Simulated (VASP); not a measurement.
Here is a VASP 6.6.1 calculation.

The input POSCAR:

```
PtSe2
1.0
    3.6007576536      0.0000000000      0.0000000000
   -1.8003788268      3.1183476009      0.0000000000
    0.0000000000      0.0000000000      5.2771566319
Pt Se
1 2
Direct
    0.0000000000      0.0000000000      0.0000000000
    0.3333333333      0.6666666667      0.2573515623
    0.6666666667      0.3333333333      0.7426484377
```

File INCAR.step1:

```
ALGO     = Normal         # electronic algorithm
EDIFF    = 1E-5           # SCF threshold, eV
ENCUT    = 520            # plane-wave cutoff, eV
GGA      = PE             # functional
ISIF     = 2              # what is computed and relaxed
ISMEAR   = -1             # smearing method
KPAR     = 4            
LASPH    = T              # aspherical terms in the spheres
LCHARG   = F              # write CHGCAR
LREAL    = F              # projectors in reciprocal space
LWAVE    = T              # write WAVECAR
NBANDS   = 18             # bands
NELM     = 60             # most SCF steps
PREC     = Accurate       # precision mode
SIGMA    = 0.02           # smearing width, eV
```

The input INCAR.step2:

```
ALGO     = Normal         # electronic algorithm
EDIFF    = 1E-7           # SCF threshold, eV
ENCUT    = 520            # plane-wave cutoff, eV
GGA      = PE             # functional
HFSCREEN = 0.2079         # screening, 1/A
ISIF     = 2              # what is computed and relaxed
ISMEAR   = -1             # smearing method
ISTART   = 1            
KPAR     = 4            
LASPH    = T              # aspherical terms in the spheres
LCHARG   = F              # write CHGCAR
LHFCALC  = T              # exact exchange
LREAL    = F              # projectors in reciprocal space
LWAVE    = F              # write WAVECAR
NBANDS   = 18             # bands
NELM     = 60             # most SCF steps
PREC     = Accurate       # precision mode
PRECFOCK = Normal       
SIGMA    = 0.02           # smearing width, eV
```

KPOINTS

```
k-points
0
Gamma
  6 6 4
```

Potentials or basis: VASP PAW PBE potentials, release 64 (Pt, Se).

Command:

```console
$ cat potpaw_PBE.64/Pt/POTCAR potpaw_PBE.64/Se/POTCAR > POTCAR
$ cp INCAR.step1 INCAR
$ mpirun -np 4 vasp_std > vasp.out
$ cp INCAR.step2 INCAR
$ mpirun -np 4 vasp_std > vasp.out
```

Predict the band gap on the k mesh.

0.04 eV (least direct gap 1.40 eV).

Estimate the largest force.

0.317 eV/Å.

Predict the pressure.

6.2 GPa.

Stress tensor (GPa, compression positive):
```
8.29 0.00 0.00
0.00 8.29 0.00
0.00 0.00 1.94
```

Caveat: the cell differs from its parent crystal (biaxial xy strain -3.4%); the stress differs along the axes, from 2 to 8 GPa; the smearing spreads over this small gap; the PAW data sets were made with another functional, which shifts forces and pressure a little; spin-orbit coupling is left out, which moves the levels of the heavy elements. A k mesh can miss the band edges.
